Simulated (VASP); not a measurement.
The system is Ta.

```xyz
1
Lattice="-1.5410 1.5410 1.5410 1.5410 -1.5410 1.5410 1.5410 1.5410 -1.5410" Properties=species:S:1:pos:R:3 pbc="T T T"
Ta    0.0000    0.0000    0.0000
```

Program: VASP 6.6.1. Alike in all runs: task single point; no spin polarisation; cell as given; k mesh 12 × 12 × 12; cutoff (eV) 500; smearing fermi-dirac 0.1 eV.

Q: Order these runs on this cell by their pressure, lowest first.
A. level PBE; potentials or basis VASP PAW PBE potentials, release 64 (Ta_pv)
B. level PBEsol; potentials or basis VASP PAW PBE potentials, release 64 (Ta_pv)
C. level LDA; potentials or basis VASP PAW LDA potentials, release 64 (Ta_pv)

A: C (49.4 GPa), B (55.7 GPa), A (65.8 GPa).

Caveats: the PAW data sets were made with another functional, which shifts forces and pressure a little (some runs).
